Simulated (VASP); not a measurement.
Crystal: Sn.

```
CELL_PARAMETERS angstrom
0.00000 3.23334 3.23334
3.23334 0.00000 3.23334
3.23334 3.23334 0.00000
ATOMIC_POSITIONS crystal
Sn 0.00000 0.00000 0.00000
Sn 0.25000 0.25000 0.25000
```

Base run:

```yaml
Program: VASP 6.6.1
Functional: PBE
Potentials_or_basis: VASP PAW PBE potentials, release 64 (Sn_d)
Cutoff: 500 eV
k_mesh: 5 × 5 × 5
Occupations: methfessel-paxton, width 0.15 eV
Spin: no spin polarisation
```

Its results: band gap on the k mesh zero (band 14 reaches 5.85 eV, above the bottom of band 15 at 5.85 eV); pressure 4.0 GPa.

Question: The run is repeated on the same cell with these changes: k mesh from 5 × 5 × 5 to 3 × 3 × 3. What comes out?

Answer: Band gap on the k mesh zero (filled and empty bands touch); pressure 5.5 GPa.

Caveats: some runs use coarse meshes; spin-orbit coupling is left out, which moves the levels of the heavy elements.
